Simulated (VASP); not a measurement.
V, 1 atom in the cell. Symmetry: Im-3m, No. 229, cubic system. Conventional cell: a = 2.983 Å, b = 2.983 Å, c = 2.983 Å, α = 90.00°, β = 90.00°, γ = 90.00°. V (site symmetry m-3m) has 14 V at 2.58 to 2.98 Å within 3.4 Å. 

- Program: VASP 6.6.1
- Task: single point
- Functional: PBE0
- Potentials or basis: VASP PAW PBE potentials, release 64 (V_sv)
- Cutoff: 520 eV
- k mesh: 6 × 6 × 6
- Occupations: fermi-dirac, width 0.05 eV
- Spin: collinear spin, ferromagnetic start
- Starting moments: [2.0] μB
- Dipole correction: no
- Grid for exact exchange (PRECFOCK): Normal
- Further INCAR settings: ALGO = Normal; EDIFF = 1e-07; NBANDS = 16
- Share of exact exchange: 0.25

Potentials or basis: VASP PAW PBE potentials, release 64 (V_sv).

The run is started by

```bash
$ cat potpaw_PBE.64/V_sv/POTCAR > POTCAR
$ cp INCAR.step1 INCAR
$ mpirun -np 1 vasp_std > vasp.out
$ cp INCAR.step2 INCAR
$ mpirun -np 1 vasp_std > vasp.out
```

Hardware: 1 thread of Oxide Virtual Turin-like Processor, with other jobs on the host.

Task: Estimate the wall time of this run.

Result: Wall time 40 min on 1 thread of Oxide Virtual Turin-like Processor, with other jobs on the host, peak memory 0.1 GiB. Counts: k points 16.
